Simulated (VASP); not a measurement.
Write the native input for VASP 6.6.1 that does the following.

| Property | Result |
| --- | --- |
| Task | single point |
| Functional | PBE |
| Potentials or basis | VASP PAW PBE potentials, release 64 (Li_sv) |
| Cutoff | 520 eV |
| k mesh | 2 × 2 × 2 |
| Occupations | fermi-dirac, width 0.05 eV |
| Spin | no spin polarisation |
| Dipole correction | no |
| Further INCAR settings | LREAL = Auto; ALGO = Normal; EDIFF = 1e-06; NBANDS = 40 |

The structure of Li (a cell with a defect) lies in POSCAR:

```
Li
1.0
    6.9800000000      0.0000000000      0.0000000000
    0.0000000000      6.9800000000      0.0000000000
    0.0000000000      0.0000000000      6.9800000000
Li
17
Direct
   -0.1335530086      0.1382664756      0.0169054441
    0.8169484241     -0.1328366762     -0.4149713467
   -0.1260888252      0.5466618911      0.0363467049
    0.1162750716      0.0792979943      0.2937679083
    0.1719484241      0.4802865330      0.2479083095
    0.5499713467      0.5706303725     -0.0323495702
    0.4515042980      0.0193409742      0.6445128940
    0.5575358166      0.2571203438      0.3057449857
    0.1058595989      0.2085673352      0.6667478510
    0.0901432665      0.7487535817      0.4662034384
    0.4125501433      0.2255014327      0.9959455587
    0.5293696275      0.6312464183      0.5183810888
    0.7985243553      0.8438681948      0.2256160458
    0.6740257880      0.3523495702      0.7163896848
    0.0905157593      0.8144412607      0.8622206304
    0.8583381089      0.3660458453      0.4122206304
    0.4092263610     -0.1550573066      0.2868338109
```

One way to write it, as run:

INCAR

```
ALGO = Normal ; EDIFF = 1E-6
ENCUT = 520 ; GGA = PE
ISIF = 2 ; ISMEAR = -1
LASPH = True ; LCHARG = False
LREAL = Auto ; LWAVE = False
NBANDS = 40 ; NELM = 100
PREC = Accurate ; SIGMA = 0.05
```

KPOINTS

```
k-points
0
Gamma
  2 2 2
```

Potentials or basis: VASP PAW PBE potentials, release 64 (Li_sv).

Launch:

```bash
$ cat potpaw_PBE.64/Li_sv/POTCAR > POTCAR
$ mpirun -np 1 vasp_std > vasp.out
```

It gave:

| Property | Result |
| --- | --- |
| Largest force | 1.153 eV/Å |
| Band gap on the k mesh | zero (an odd number of electrons rules out a gap without spin polarisation) |

Caveat: the k points lie up to 0.45 Å⁻¹ apart, too coarse for converged energies and pressures of a metal; the atoms stand as in a frame of molecular dynamics.

Wall time 2.5 min on 1 thread of Intel(R) Xeon(R) Platinum 8488C (Sapphire Rapids), on a shared host, peak memory 0.37 GiB.
